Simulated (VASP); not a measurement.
Write the native input for VASP 6.6.1 that does the following.

```
Task                               : single point
Functional                         : PBE0
Potentials or basis                : VASP PAW PBE potentials, release 64 (S, K_sv)
Cutoff                             : 400 eV
k mesh                             : 4 × 4 × 4
Occupations                        : gaussian, width 0.01 eV
Spin                               : no spin polarisation
Dipole correction                  : no
Grid for exact exchange (PRECFOCK) : Normal
Further INCAR settings             : ALGO = Normal; EDIFF = 1e-06; NBANDS = 19
Share of exact exchange            : 0.25
```

The system is K2S.

```
S K
1.0
     0.00000    3.70276    3.70276
     3.70276    0.00000    3.70276
     3.70276    3.70276    0.00000
S K
1 2
Direct
  0.00000 0.00000 0.00000
  0.25000 0.25000 0.25000
  0.75000 0.75000 0.75000
```

One way to write it, as run:

POSCAR

```
K2S
1.0
    0.0000000000      3.7027568578      3.7027568578
    3.7027568578      0.0000000000      3.7027568578
    3.7027568578      3.7027568578      0.0000000000
S K
1 2
Direct
    0.0000000000      0.0000000000      0.0000000000
    0.2500000000      0.2500000000      0.2500000000
    0.7500000000      0.7500000000      0.7500000000
```

INCAR.step1

```
SYSTEM = K2S
PREC = Accurate
ENCUT = 400
EDIFF = 1E-5
ISMEAR = 0
SIGMA = 0.01
LREAL = .False.
LASPH = .True.
NELM = 120
ALGO = Normal
ISIF = 2
LWAVE = .True.
LCHARG = .False.
NBANDS = 19
GGA = PE
GGA_COMPAT = .False.
```

INCAR.step2

```
SYSTEM = K2S
PREC = Accurate
ENCUT = 400
EDIFF = 1E-6
ISMEAR = 0
SIGMA = 0.01
LREAL = .False.
LASPH = .True.
NELM = 120
ALGO = Normal
ISIF = 2
LWAVE = .False.
LCHARG = .False.
GGA = PE
LHFCALC = .True.
AEXX = 0.25
PRECFOCK = Normal
NBANDS = 19
ISTART = 1
GGA_COMPAT = .False.
```

KPOINTS

```
regular mesh
0
Gamma
  4 4 4
  0 0 0
```

Potentials or basis: VASP PAW PBE potentials, release 64 (S, K_sv).

Run with:

```sh
$ cat potpaw_PBE.64/S/POTCAR potpaw_PBE.64/K_sv/POTCAR > POTCAR
$ cp INCAR.step1 INCAR
$ mpirun -np 1 vasp_std > vasp.out
$ cp INCAR.step2 INCAR
$ mpirun -np 1 vasp_std > vasp.out
```

It gave:

| Property | Result |
| --- | --- |
| Pressure | 0.1 GPa |
| Band gap on the k mesh | 4.02 eV (least direct gap 4.20 eV) |

Caveat: the PAW data sets were made with another functional, which shifts forces and pressure a little.

It took 19 min on 1 thread of Intel(R) Xeon(R) Platinum 8375C CPU @ 2.90GHz (Ice Lake), on a shared host, peak memory 0.22 GiB.
